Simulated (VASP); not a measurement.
Runs of VASP 6.6.1 on In3GaP4. The structure is that of space group P4/mmm (No. 123), or close to it. The cells are those of the table. 

| task | cell | k mesh | cutoff (eV) | gap on the mesh (eV) | pressure (GPa) | largest force (eV/Å) |
| --- | --- | --- | --- | --- | --- | --- |
| single point | a = 3.867, b = 3.867, c = 10.885 Å, 8 atoms | 10 × 10 × 4 | 520 | none | 0.0 | - |
| single point | a = 3.931, b = 3.931, c = 10.592 Å, 8 atoms | 4 × 4 × 2 | 520 | none | 0.0 | 0.04 |
| single point | a = 3.957, b = 3.957, c = 11.191 Å, 8 atoms | 4 × 4 × 2 | 520 | none | -4.1 | (a) |
| relaxation of cell and atoms | relaxed from a = 3.957, b = 3.957, c = 11.191 Å, 8 atoms | 4 × 4 × 2 | 600 | none | -0.1 | 0.03 |

Alike in all rows: level PBE; potentials or basis VASP PAW PBE potentials, release 64 (In_d, Ga_d, P); no spin polarisation; smearing gaussian 0.1 eV.

Fill in the values left out.

(a) 0.12.

Caveats: some runs use coarse meshes; spin-orbit coupling is left out, which moves the levels of the heavy elements.

A k mesh can miss the band edges, and the runs leave out spin-orbit coupling on Ga, In.

A gap of «none» marks levels without a gap at the run's occupations.
